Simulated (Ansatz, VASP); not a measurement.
## Two plane-wave programs on MoRu3W

```
Mo Ru W
1.0
     4.29145    0.00000    0.00000
     0.00000    4.29145    0.00000
     0.00000    0.00000    4.29145
Mo Ru W
1 3 1
Cartesian
  2.1457 2.1457 2.1457
  0.0000 2.1457 2.1457
  2.1457 0.0000 2.1457
  2.1457 2.1457 0.0000
  0.0000 0.0000 0.0000
```

Change from the starting cell: species swapped into the Sc3SnB type (Pm-3m, No. 221).

Alike in both runs: task relaxation of cell and atoms; functional PBE; k mesh 4 × 4 × 4; occupations gaussian, width 0.1 eV; no spin polarisation.

```csv
,VASP,Ansatz
version,VASP 6.6.1,Ansatz 0.2.0
potentials or method,"VASP PAW PBE potentials, release 64 (Mo_sv, Ru_pv, W_sv), cutoff 600 eV","scalar-relativistic, plane waves, PAW"
valence electrons in the cell,70,76
```

|  | VASP | Ansatz | Ansatz less VASP |
| --- | --- | --- | --- |
| gap on the k mesh at the Fermi level, each at its own relaxed structure (eV) | none | none | - |
| relaxed volume (Å³/atom) | 18.71 | 18.63 | -0.077 |
| relaxed cell length with the largest relative difference (Å) | 4.539 | 4.533 | -0.0063 |

A gap of «none» marks a metal or a gap that the smearing closes. VASP's potentials hold 70 valence electrons a cell and Ansatz's 76, so a difference there can come from the potentials and not from the codes.

The k mesh is coarse, so the values compare programs but aren't converged. Neither program's run includes spin-orbit coupling. Noted on VASP's run: the volume moved by over 15 % at a fixed basis, so the end points are rough.
